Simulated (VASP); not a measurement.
# GaSb (F-43m) in VASP: a series of runs

Aim: see how the results for GaSb move with the level of theory and the settings. Levels: r2SCAN, HSE06. Tasks: single point.

Everything below comes from runs of VASP 6.6.1. Logs are shortened: lines on timing, memory, paths and dates and some standing lists are left out, and cuts for length are marked.

## Step 1: The cell of the first run

It takes space group F-43m (No. 216, cubic). The conventional cell has a = 6.254 Å, b = 6.254 Å, c = 6.254 Å, α = 90.00°, β = 90.00°, γ = 90.00°. Ga (site symmetry -43m) has 4 Sb at 2.71 Å within 3.6 Å. Sb (site symmetry -43m) has 4 Ga at 2.71 Å within 3.6 Å.

## Step 2: Single point, r2SCAN, non-collinear spin, zero start, spin-orbit coupling (strain +2.0%)

Input file POSCAR:

```
GaSb
1.0
    0.0000000000      3.1271963739      3.1271963739
    3.1271963739      0.0000000000      3.1271963739
    3.1271963739      3.1271963739      0.0000000000
Ga Sb
1 1
Direct
    0.0000000000      0.0000000000      0.0000000000
    0.2500000000      0.2500000000      0.2500000000
```

Input file INCAR.step1:

```
SYSTEM = GaSb
PREC = Accurate
ENCUT = 520
ISMEAR = -1
SIGMA = 0.02
LREAL = .FALSE.
LASPH = .TRUE.
NELM = 150
MAGMOM = 0 0 0 0 0 0
LSORBIT = .TRUE.
GGA_COMPAT = .FALSE.
NBANDS = 30
GGA = PE
ALGO = Normal
EDIFF = 1E-4
LWAVE = .TRUE.
LCHARG = .FALSE.
```

Input file INCAR.step2:

```
SYSTEM = GaSb
PREC = Accurate
ENCUT = 520
EDIFF = 1E-6
ISMEAR = -1
SIGMA = 0.02
LREAL = .FALSE.
LASPH = .TRUE.
NELM = 150
ALGO = Normal
ISIF = 2
LWAVE = .FALSE.
LCHARG = .FALSE.
MAGMOM = 0 0 0 0 0 0
LORBIT = 11
LSORBIT = .TRUE.
GGA_COMPAT = .FALSE.
LORBMOM = .TRUE.
METAGGA = R2SCAN
LMIXTAU = .TRUE.
NBANDS = 30
ISTART = 1
```

Input file KPOINTS:

```
regular mesh
0
G
  8 8 8
  0 0 0
```

Potentials or basis: VASP PAW PBE potentials, release 64 (Ga_d, Sb).

Launch:

```bash
> cat potpaw_PBE.64/Ga_d/POTCAR potpaw_PBE.64/Sb/POTCAR > POTCAR
> cp INCAR.step1 INCAR
> mpirun -np 1 vasp_ncl > vasp.out
> cp INCAR.step2 INCAR
> mpirun -np 1 vasp_ncl > vasp.out
```

OUTCAR:

```text
SYSTEM = GaSb
   PREC = Accurate
   ENCUT = 520
   EDIFF = 1E-6
   ISMEAR = -1
   LREAL = .FALSE.
   LASPH = .TRUE.
   NELM = 150
   ISIF = 2
   LORBIT = 11
   LSORBIT = .TRUE.
   METAGGA = R2SCAN
   ISTART = 1

 ion  position               nearest neighbor table
   1  0.000  0.000  0.000-   2 2.71   2 2.71   2 2.71   2 2.71
   2  0.250  0.250  0.250-   1 2.71   1 2.71   1 2.71   1 2.71

  LATTYP: Found a face centered cubic cell.
 ALAT       =     6.2543927478

  Lattice vectors:

 A1 = (   0.0000000000,   3.1271963739,   3.1271963739)
 A2 = (   3.1271963739,   0.0000000000,   3.1271963739)
 A3 = (   3.1271963739,   3.1271963739,   0.0000000000)

Analysis of symmetry for initial positions (statically):
=====================================================================
 Subroutine PRICEL returns:
 Original cell was already a primitive cell.

 Routine SETGRP: Setting up the symmetry group for a
 face centered cubic supercell.

 Subroutine GETGRP returns: Found 24 space group operations
 (whereof 24 operations were pure point group operations)
 out of a pool of 48 trial point group operations.

The static configuration has the point symmetry T_d .

Analysis of symmetry for dynamics (positions and initial velocities):
=====================================================================
 Subroutine PRICEL returns:
 Original cell was already a primitive cell.

 Routine SETGRP: Setting up the symmetry group for a
 face centered cubic supercell.

 Subroutine GETGRP returns: Found 24 space group operations
 (whereof 24 operations were pure point group operations)
 out of a pool of 48 trial point group operations.

The dynamic configuration has the point symmetry T_d .

Analysis of structural, dynamic, and magnetic symmetry:
=====================================================================
 Subroutine PRICEL returns:
 Original cell was already a primitive cell.

 Routine SETGRP: Setting up the symmetry group for a
 face centered cubic supercell.

 Subroutine GETGRP returns: Found 24 space group operations
 (whereof 24 operations were pure point group operations)
 out of a pool of 48 trial point group operations.

The overall configuration has the point symmetry T_d .

 Subroutine INISYM returns: Found 24 space group operations
 (whereof 24 operations are pure point group operations),
 and found     1 'primitive' translations

----------------------------------------------------------------------------------------

                                     Primitive cell

  volume of cell :      61.1639

  direct lattice vectors                    reciprocal lattice vectors
[... 966 lines left out ...]

  FREE ENERGIE OF THE ION-ELECTRON SYSTEM (eV)
  ---------------------------------------------------
  free  energy   TOTEN  =       -37.6347021303 eV

  energy  without entropy=      -37.6345937872  energy(sigma->0) =      -37.63464796

 orbital moment (x)

 # of ion     p       d       tot
 ----------------------------------------
  1         0.000  -0.000   0.000
  2        -0.000   0.000  -0.000
 ----------------------------------------
           -0.000  -0.000  -0.000

 orbital moment (y)

 # of ion     p       d       tot
 ----------------------------------------
  1        -0.000  -0.000  -0.000
  2        -0.000  -0.000  -0.000
 ----------------------------------------
           -0.000  -0.000  -0.000

 orbital moment (z)

 # of ion     p       d       tot
 ----------------------------------------
  1         0.000   0.000   0.000
  2         0.000   0.000   0.000
 ----------------------------------------
            0.000   0.000   0.000

 Spin-Orbit-Coupling matrix elements

 Ion:    1  E_soc:     -0.0117090
 l=   1
     0.0000000    -0.0011672    -0.0011672
    -0.0011672     0.0000000    -0.0011672
    -0.0011672    -0.0011672     0.0000000
 l=   2
     0.0000000    -0.0001479     0.0000000    -0.0001479    -0.0006364
    -0.0001479     0.0000000    -0.0004773    -0.0001479    -0.0001591
     0.0000000    -0.0004773     0.0000000    -0.0004773     0.0000000
    -0.0001479    -0.0001479    -0.0004773     0.0000000    -0.0001591
    -0.0006364    -0.0001591     0.0000000    -0.0001591     0.0000000
 l=   3
     0.0000000     0.0000000     0.0000000     0.0000000     0.0000000     0.0000000     0.0000000
     0.0000000     0.0000000     0.0000000     0.0000000     0.0000000     0.0000000     0.0000000
     0.0000000     0.0000000     0.0000000     0.0000000     0.0000000     0.0000000     0.0000000
     0.0000000     0.0000000     0.0000000     0.0000000     0.0000000     0.0000000     0.0000000
     0.0000000     0.0000000     0.0000000     0.0000000     0.0000000     0.0000000     0.0000000
     0.0000000     0.0000000     0.0000000     0.0000000     0.0000000     0.0000000     0.0000000
     0.0000000     0.0000000     0.0000000     0.0000000     0.0000000     0.0000000     0.0000000

 Ion:    2  E_soc:     -0.1186042
 l=   1
     0.0000000    -0.0196390    -0.0196390
    -0.0196390     0.0000000    -0.0196390
    -0.0196390    -0.0196390     0.0000000
 l=   2
     0.0000000    -0.0000521     0.0000000    -0.0000521    -0.0000763
    -0.0000521     0.0000000    -0.0000572    -0.0000521    -0.0000191
     0.0000000    -0.0000572     0.0000000    -0.0000572     0.0000000
    -0.0000521    -0.0000521    -0.0000572     0.0000000    -0.0000191
    -0.0000763    -0.0000191     0.0000000    -0.0000191     0.0000000
 l=   3
     0.0000000     0.0000000     0.0000000     0.0000000     0.0000000     0.0000000     0.0000000
     0.0000000     0.0000000     0.0000000     0.0000000     0.0000000     0.0000000     0.0000000
     0.0000000     0.0000000     0.0000000     0.0000000     0.0000000     0.0000000     0.0000000
     0.0000000     0.0000000     0.0000000     0.0000000     0.0000000     0.0000000     0.0000000
     0.0000000     0.0000000     0.0000000     0.0000000     0.0000000     0.0000000     0.0000000
     0.0000000     0.0000000     0.0000000     0.0000000     0.0000000     0.0000000     0.0000000
     0.0000000     0.0000000     0.0000000     0.0000000     0.0000000     0.0000000     0.0000000

 total charge

# of ion       s       p       d       tot
------------------------------------------
    1        0.879   0.706   9.958  11.543
    2        1.112   1.317   0.025   2.453
--------------------------------------------------
tot          1.991   2.023   9.982  13.996

 magnetization (x)

# of ion       s       p       d       tot
------------------------------------------
    1       -0.000   0.000   0.000  -0.000
    2       -0.000  -0.000   0.000  -0.000
--------------------------------------------------
tot         -0.000  -0.000   0.000  -0.000

 magnetization (y)

# of ion       s       p       d       tot
------------------------------------------
    1        0.000   0.000   0.000   0.000
    2        0.000  -0.000   0.000  -0.000
--------------------------------------------------
tot          0.000  -0.000   0.000   0.000

 magnetization (z)

# of ion       s       p       d       tot
------------------------------------------
    1        0.000  -0.000   0.000   0.000
    2        0.000  -0.000   0.000  -0.000
--------------------------------------------------
tot          0.000  -0.000   0.000   0.000
```

OUTCAR.step1:

```text
SYSTEM = GaSb
   PREC = Accurate
   ENCUT = 520
   ISMEAR = -1
   LREAL = .FALSE.
   LASPH = .TRUE.
[... 1079 lines left out ...]
     0.0000000     0.0000000     0.0000000     0.0000000     0.0000000     0.0000000     0.0000000
     0.0000000     0.0000000     0.0000000     0.0000000     0.0000000     0.0000000     0.0000000
     0.0000000     0.0000000     0.0000000     0.0000000     0.0000000     0.0000000     0.0000000
     0.0000000     0.0000000     0.0000000     0.0000000     0.0000000     0.0000000     0.0000000
     0.0000000     0.0000000     0.0000000     0.0000000     0.0000000     0.0000000     0.0000000
     0.0000000     0.0000000     0.0000000     0.0000000     0.0000000     0.0000000     0.0000000

=======================================================================

 ========================================================
```

OSZICAR.step1:

```text
N       E                     dE             d eps       ncg     rms          rms(c)
DAV:   1     0.123876416534E+03    0.12388E+03   -0.80298E+03  2754   0.146E+03
DAV:   2     0.802548506383E+01   -0.11585E+03   -0.11055E+03  2814   0.411E+02
DAV:   3    -0.696370061865E+01   -0.14989E+02   -0.14798E+02  3000   0.108E+02
DAV:   4    -0.746840422216E+01   -0.50470E+00   -0.50355E+00  3114   0.218E+01
DAV:   5    -0.748035220462E+01   -0.11948E-01   -0.11947E-01  3162   0.323E+00    0.334E+00
DAV:   6    -0.744149641860E+01    0.38856E-01   -0.64858E-02  3772   0.406E+00    0.194E+00
DAV:   7    -0.743174700713E+01    0.97494E-02   -0.27299E-02  2832   0.131E+00    0.125E+00
DAV:   8    -0.743207902538E+01   -0.33202E-03   -0.39818E-03  3076   0.490E-01    0.234E-01
DAV:   9    -0.743278075811E+01   -0.70173E-03   -0.98416E-04  2840   0.278E-01    0.461E-02
DAV:  10    -0.743303673682E+01   -0.25598E-03   -0.24101E-04  2612   0.138E-01    0.212E-02
DAV:  11    -0.743312807903E+01   -0.91342E-04   -0.13531E-04  2464   0.658E-02
   1 F= -.74331281E+01 E0= -.74330489E+01  d E =-.158427E-03  mag=    -0.0000    -0.0000     0.0000
```

It took 13 min on 1 thread of AMD EPYC 9R45 (Zen 5), shared host; peak memory 0.48 GiB.

What came out:

| Property | Result |
| --- | --- |
| Free energy | -37.6347 eV |
| Pressure | -2.7 GPa |
| Net moment | 0.00 μB per cell |
| Valence electrons inside the program's atomic spheres | Ga 11.54; Sb 2.45 |

Moments on the atoms (μB; x, y, z):
```
Ga  0.00 0.00 0.00
Sb  0.00 0.00 0.00
```

Caveat: the cell differs from its parent crystal (strain +2.0%); the PAW data sets were made with another functional, which shifts forces and pressure a little.

## Step 3: Single point, r2SCAN, non-collinear spin, zero start, spin-orbit coupling (strain +3.0%)

Input file POSCAR:

```
GaSb
1.0
    0.0000000000      3.1578551619      3.1578551619
    3.1578551619      0.0000000000      3.1578551619
    3.1578551619      3.1578551619      0.0000000000
Ga Sb
1 1
Direct
    0.0000000000      0.0000000000      0.0000000000
    0.2500000000      0.2500000000      0.2500000000
```

Input file INCAR.step1:

```
PREC = Accurate ; ENCUT = 520
ISMEAR = -1 ; SIGMA = 0.02
LREAL = False ; LASPH = True
NELM = 150 ; MAGMOM = 0 0 0 0 0 0
LSORBIT = True ; GGA_COMPAT = False
NBANDS = 30 ; GGA = PE
ALGO = Normal ; EDIFF = 1E-4
LWAVE = True ; LCHARG = False
```

Input file INCAR.step2:

```
PREC = Accurate ; ENCUT = 520
EDIFF = 1E-6 ; ISMEAR = -1
SIGMA = 0.02 ; LREAL = False
LASPH = True ; NELM = 150
ALGO = Normal ; ISIF = 2
LWAVE = False ; LCHARG = False
MAGMOM = 0 0 0 0 0 0 ; LORBIT = 11
LSORBIT = True ; GGA_COMPAT = False
LORBMOM = True ; METAGGA = R2SCAN
LMIXTAU = True ; NBANDS = 30
ISTART = 1
```

Input file KPOINTS:

```
regular mesh
0
Gamma
  8 8 8
```

Potentials or basis: VASP PAW PBE potentials, release 64 (Ga_d, Sb).

Launch:

```bash
> cat potpaw_PBE.64/Ga_d/POTCAR potpaw_PBE.64/Sb/POTCAR > POTCAR
> cp INCAR.step1 INCAR
> mpirun -np 1 vasp_ncl > vasp.out
> cp INCAR.step2 INCAR
> mpirun -np 1 vasp_ncl > vasp.out
```

It took 13 min on 1 thread of AMD EPYC 9R45 (Zen 5), shared host; peak memory 0.49 GiB.

It converged, with:

* Free energy: -37.5991 eV
* Pressure: -3.7 GPa
* Net moment: 0.00 μB per cell
* Valence electrons inside the program's atomic spheres: Ga 11.52; Sb 2.44

Moments on the atoms (μB; x, y, z):
```
Ga  0.00 0.00 0.00
Sb  0.00 0.00 0.00
```

Caveat: the cell differs from its parent crystal (strain +3.0%); the cell stands under tension; the PAW data sets were made with another functional, which shifts forces and pressure a little.

## Step 4: Single point, r2SCAN, non-collinear spin, zero start, spin-orbit coupling (strain +4.0%)

Input file POSCAR:

```
GaSb
1.0
    0.0000000000      3.1885139498      3.1885139498
    3.1885139498      0.0000000000      3.1885139498
    3.1885139498      3.1885139498      0.0000000000
Ga Sb
1 1
Direct
    0.0000000000      0.0000000000      0.0000000000
    0.2500000000      0.2500000000      0.2500000000
```

Input file INCAR.step1:

```
PREC = Accurate ; ENCUT = 520
ISMEAR = -1 ; SIGMA = 0.02
LREAL = F ; LASPH = T
NELM = 150 ; MAGMOM = 0 0 0 0 0 0
LSORBIT = T ; GGA_COMPAT = F
NBANDS = 30 ; GGA = PE
ALGO = Normal ; EDIFF = 1E-4
LWAVE = T ; LCHARG = F
```

Input file INCAR.step2:

```
PREC = Accurate ; ENCUT = 520
EDIFF = 1E-7 ; ISMEAR = -1
SIGMA = 0.02 ; LREAL = F
LASPH = T ; NELM = 150
ALGO = Normal ; ISIF = 2
LWAVE = F ; LCHARG = F
MAGMOM = 0 0 0 0 0 0 ; LORBIT = 11
LSORBIT = T ; GGA_COMPAT = F
LORBMOM = T ; METAGGA = R2SCAN
LMIXTAU = T ; NBANDS = 30
ISTART = 1
```

KPOINTS is that of step 3.

Launch:

```bash
> cat potpaw_PBE.64/Ga_d/POTCAR potpaw_PBE.64/Sb/POTCAR > POTCAR
> cp INCAR.step1 INCAR
> mpirun -np 1 vasp_ncl > vasp.out
> cp INCAR.step2 INCAR
> mpirun -np 1 vasp_ncl > vasp.out
```

Run time: 19 min. Hardware: 1 thread of AMD EPYC 9R45 (Zen 5), shared host; peak memory 0.5 GiB.

It converged, with:

* Free energy: -37.5513 eV
* Pressure: -4.6 GPa
* Net moment: 0.00 μB per cell
* Valence electrons inside the program's atomic spheres: Ga 11.49; Sb 2.42

Moments on the atoms (μB; x, y, z):
```
Ga  0.00 0.00 0.00
Sb  0.00 0.00 0.00
```

Caveat: the cell differs from its parent crystal (strain +4.0%); the cell stands under tension; the PAW data sets were made with another functional, which shifts forces and pressure a little.

## Step 5: Single point, HSE06 (strain -2.0%)

Input file POSCAR:

```
GaSb
1.0
    0.0000000000      3.0045612220      3.0045612220
    3.0045612220      0.0000000000      3.0045612220
    3.0045612220      3.0045612220      0.0000000000
Ga Sb
1 1
Direct
    0.0000000000      0.0000000000      0.0000000000
    0.2500000000      0.2500000000      0.2500000000
```

Input file INCAR.step1:

```
SYSTEM = GaSb
PREC = Accurate
ENCUT = 520
EDIFF = 1E-5
ISMEAR = 0
SIGMA = 0.01
LREAL = .False.
LASPH = .True.
NELM = 100
ALGO = Normal
ISIF = 2
LWAVE = .True.
LCHARG = .False.
NBANDS = 16
GGA = PE
```

Input file INCAR.step2:

```
SYSTEM = GaSb
PREC = Accurate
ENCUT = 520
EDIFF = 1E-7
ISMEAR = 0
SIGMA = 0.01
LREAL = .False.
LASPH = .True.
NELM = 100
ALGO = Normal
ISIF = 2
LWAVE = .False.
LCHARG = .False.
GGA = PE
LHFCALC = .True.
HFSCREEN = 0.2079
PRECFOCK = Normal
NBANDS = 16
ISTART = 1
```

Input file KPOINTS:

```
Automatic mesh
0
Gamma
  6 6 6
  0 0 0
```

Potentials or basis: VASP PAW PBE potentials, release 64 (Ga_d, Sb).

Launch:

```bash
> cat potpaw_PBE.64/Ga_d/POTCAR potpaw_PBE.64/Sb/POTCAR > POTCAR
> cp INCAR.step1 INCAR
> mpirun -np 1 vasp_std > vasp.out
> cp INCAR.step2 INCAR
> mpirun -np 1 vasp_std > vasp.out
```

OUTCAR:

```text
SYSTEM = GaSb
   PREC = Accurate
   ENCUT = 520
   EDIFF = 1E-7
   ISMEAR = 0
   LREAL = .False.
   LASPH = .True.
   NELM = 100
   ISIF = 2
   GGA = PE
   LHFCALC = .True.
   HFSCREEN = 0.2079
   PRECFOCK = Normal
   ISTART = 1

 ion  position               nearest neighbor table
   1  0.000  0.000  0.000-   2 2.60   2 2.60   2 2.60   2 2.60
   2  0.250  0.250  0.250-   1 2.60   1 2.60   1 2.60   1 2.60

  LATTYP: Found a face centered cubic cell.
 ALAT       =     6.0091224440

[... 489 lines left out ...]

------------------------ aborting loop because EDIFF is reached ----------------------------------------

  FORCE on cell =-STRESS in cart. coord.  units (eV):
  Direction    XX          YY          ZZ          XY          YZ          ZX
  --------------------------------------------------------------------------------------
  -------------------------------------------------------------------------------------
  Total        1.1594555      1.1594555      1.1594555      0.0000000      0.0000000     -0.0000000
  in kB       34.2445542     34.2445542     34.2445542      0.0000000      0.0000000     -0.0000000
  external PRESSURE =      34.2445542 kB  Pullay stress =       0.0000000 kB

 VOLUME and BASIS-vectors are now :
 -----------------------------------------------------------------------------
  energy-cutoff  :      520.00
  volume of cell :       54.25
      direct lattice vectors                 reciprocal lattice vectors
     0.000000000  3.004561222  3.004561222    -0.166413650  0.166413650  0.166413650
     3.004561222  0.000000000  3.004561222     0.166413650 -0.166413650  0.166413650
     3.004561222  3.004561222  0.000000000     0.166413650  0.166413650 -0.166413650

 POSITION                                       TOTAL-FORCE (eV/Angst)
 -----------------------------------------------------------------------------------
      0.00000      0.00000      0.00000        -0.000000     -0.000000     -0.000000
      1.50228      1.50228      1.50228         0.000000      0.000000      0.000000
 -----------------------------------------------------------------------------------
    total drift:                                0.000014     -0.000000      0.000005

  FREE ENERGIE OF THE ION-ELECTRON SYSTEM (eV)
  ---------------------------------------------------
  free  energy   TOTEN  =        -8.8947422525 eV

  energy  without entropy=       -8.8947422525  energy(sigma->0) =       -8.89474225
```

OUTCAR.step1:

```text
SYSTEM = GaSb
   PREC = Accurate
   ENCUT = 520
   EDIFF = 1E-5
   ISMEAR = 0
   LREAL = .False.
   LASPH = .True.
[... 514 lines left out ...]
      0.00000      0.00000      0.00000         0.000000      0.000000      0.000000
      1.50228      1.50228      1.50228        -0.000000     -0.000000     -0.000000
 -----------------------------------------------------------------------------------
    total drift:                                0.000002      0.000002      0.000002

  FREE ENERGIE OF THE ION-ELECTRON SYSTEM (eV)
  ---------------------------------------------------
  free  energy   TOTEN  =        -7.2463135477 eV

  energy  without entropy=       -7.2463135477  energy(sigma->0) =       -7.24631355
```

Wall time 76 min (1 thread of Intel Xeon Platinum 8375C at 2.90GHz (Ice Lake), shared host); peak memory 0.31 GiB.

What came out:

* Free energy: -8.8947 eV
* Pressure: 3.4 GPa
* Band gap on the k mesh: 1.20 eV (least direct gap 1.30 eV)

Levels at points of the mesh, in eV from the valence-band top:
```csv
k point,band 6,band 7,band 8,band 9,band 10,band 11,band 12,band 13
"(0.00, 0.00, 0.00)",-12.97,0.00,0.00,0.00,1.30,3.47,3.47,3.47
"(0.50, 0.00, 0.00)",-11.02,-7.21,-1.34,-1.34,1.20,4.48,4.48,7.27
"(0.50, 0.50, 0.00)",-10.01,-7.65,-3.00,-3.00,1.42,1.71,10.28,10.28
```

Caveat: the cell differs from its parent crystal (strain -2.0%); the cell stands under pressure; the PAW data sets were made with another functional, which shifts forces and pressure a little; spin-orbit coupling is left out, which moves the levels of the heavy elements. A k mesh can miss the band edges.

## Step 6: Overview

| level | spin | cell | k mesh | smearing | grid for exact exchange (PRECFOCK) | share of exact exchange | screening parameter | pressure (GPa) | moment (μB) |
| --- | --- | --- | --- | --- | --- | --- | --- | --- | --- |
| r2SCAN | non-collinear, zero start, SOC | a = 4.423 Å, angles 60.0°, 2 atoms | 8 × 8 × 8 | fermi-dirac 0.02 eV | - | - | - | -2.7 | 0.00 |
| r2SCAN | non-collinear, zero start, SOC | a = 4.466 Å, angles 60.0°, 2 atoms | 8 × 8 × 8 | fermi-dirac 0.02 eV | - | - | - | -3.7 | 0.00 |
| r2SCAN | non-collinear, zero start, SOC | a = 4.509 Å, angles 60.0°, 2 atoms | 8 × 8 × 8 | fermi-dirac 0.02 eV | - | - | - | -4.6 | 0.00 |
| HSE06 | off | a = 4.249 Å, angles 60.0°, 2 atoms | 6 × 6 × 6 | gaussian 0.01 eV | Normal | 0.25 | 0.2079 1/Å | 3.4 | - |

Alike in all rows: task single point; potentials or basis VASP PAW PBE potentials, release 64 (Ga_d, Sb); cutoff (eV) 520.

Caveats: the PAW data sets were made with another functional, which shifts forces and pressure a little; the cell stands under tension (at least some runs); the cell stands under pressure (at least some runs); spin-orbit coupling is left out, which moves the levels of the heavy elements (at least some runs).

Total energies depend on the potentials used, so only differences within one code and one set of settings carry meaning.
